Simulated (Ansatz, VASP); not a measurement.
**One calculation of TiC, two programs**

Contents of INCAR:

```
SYSTEM = TiC
PREC = Accurate
ENCUT = 520
EDIFF = 1E-7
ISMEAR = 0
SIGMA = 0.15
LREAL = .False.
LASPH = .True.
NELM = 60
ALGO = Normal
ISIF = 2
LWAVE = .False.
LCHARG = .True.
GGA = PE
LELF = .True.
LVHAR = .True.
NBANDS = 15
```

The input KPOINTS:

```
Automatic mesh
0
Gamma
  18 18 18
  0 0 0
```

The input POSCAR:

```
TiC
1.0
    0.0000000000      2.1640000000      2.1640000000
    2.1640000000      0.0000000000      2.1640000000
    2.1640000000      2.1640000000      0.0000000000
Ti C
1 1
Direct
    0.0000000000      0.0000000000      0.0000000000
    0.5086645102      0.4913354898      0.5086645102
```

Input for Ansatz:

```yaml
crystal:
  lattice:
    - [0.0, 2.164, 2.164]
    - [2.164, 0.0, 2.164]
    - [2.164, 2.164, 0.0]
  atoms:
    - { symbol: Ti, position: [0.0, 0.0, 0.0] }
    - { symbol: C, position: [0.5086645102, 0.4913354898, 0.5086645102] }
basis:
  ecutwfc: 420
kpoints:
  mp_grid: { grid: [18, 18, 18] }
hamiltonian:
  xc: pbe
scf:
  occupations: { method: gaussian, width: 0.15 }
output:
  forces: true
  stress: true
  eigenvalues: true
```

Change from the starting cell: all C atoms moved +0.037 Å, as atom 2 along Cartesian [0 1 0].

Alike in both runs: task single point; functional PBE; k mesh 18 × 18 × 18; occupations gaussian, width 0.15 eV; no spin polarisation.

```csv
,VASP,Ansatz
version,VASP 6.6.1,Ansatz 0.2.0
potentials or method,"VASP PAW PBE potentials, release 64 (Ti_sv, C), cutoff 520 eV","scalar-relativistic, plane waves, PAW"
valence electrons in the cell,16,16
```

|  | VASP | Ansatz | Ansatz less VASP |
| --- | --- | --- | --- |
| gap on the k mesh at the Fermi level (eV) | none | none | - |
| pressure (GPa) | 1.3 | 1.0 | -0.21 |
| traceless stress, the component that is largest in VASP (GPa) | 0.26 | 0.26 | -0.003 |
| rms of the force components (eV/Å) | 0.204 | 0.203 | -0.0008 |

Atom by atom the forces differ by 0.001 eV/Å (rms over components). A gap of «none» marks a metal or a gap that the smearing closes. With one functional, cell and mesh, what is left measures potentials, basis and numerics.
